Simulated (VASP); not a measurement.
Write the native input for VASP 6.6.1 that does the following.

```yaml
Task: single point
Functional: PBE
Potentials_or_basis: VASP PAW PBE potentials, release 64 (Ti_sv)
Cutoff: 520 eV
k_mesh: 9 × 9 × 1
Occupations: gaussian, width 0.1 eV
Spin: no spin polarisation
Dipole_correction: yes
Further_INCAR_settings: ALGO = Normal; EDIFF = 1e-06; NBANDS = 45
```

The structure of Ti lies in POSCAR:

```
Ti
1.0
    2.8708535300      0.0000000000      0.0000000000
    0.0000000000      2.8708535300      0.0000000000
    0.0000000000      0.0000000000     30.1499998970
Ti
6
Direct
    0.5000000000      0.5000000000      0.3316749597
    0.0000000000      0.0000000000      0.3990049702
    0.5000000000      0.5000000000      0.4663349901
    0.0000000000      0.0000000000      0.5373342369
    0.5000000000      0.5000000000      0.6098226711
    0.0000000000      0.0000000000      0.6731889782
```

The input as run:

INCAR

```
ALGO = Normal
DIPOL = 0.5 0.5 0.503
EDIFF = 1E-6
ENCUT = 520
GGA = PE
IDIPOL = 3
ISIF = 2
ISMEAR = 0
LASPH = True
LCHARG = True
LDIPOL = True
LELF = True
LREAL = False
LVACPOTAV = True
LVHAR = True
LWAVE = False
NBANDS = 45
NELM = 60
PREC = Accurate
SIGMA = 0.1
```

KPOINTS

```
k-points
0
Gamma
  9 9 1
```

Potentials or basis: VASP PAW PBE potentials, release 64 (Ti_sv).

The run is started by

```bash
$ cat potpaw_PBE.64/Ti_sv/POTCAR > POTCAR
$ mpirun -np 1 vasp_std > vasp.out
```

Results of the run:

| Quantity | Value |
| --- | --- |
| Largest force | 0.644 eV/Å |
| Band gap on the k mesh | zero (band 36 reaches 1.36 eV, above the bottom of band 37 at 0.91 eV) |

It took 8 min on 1 thread of Intel Xeon 6975P-C, on a shared host, peak memory 0.42 GiB.
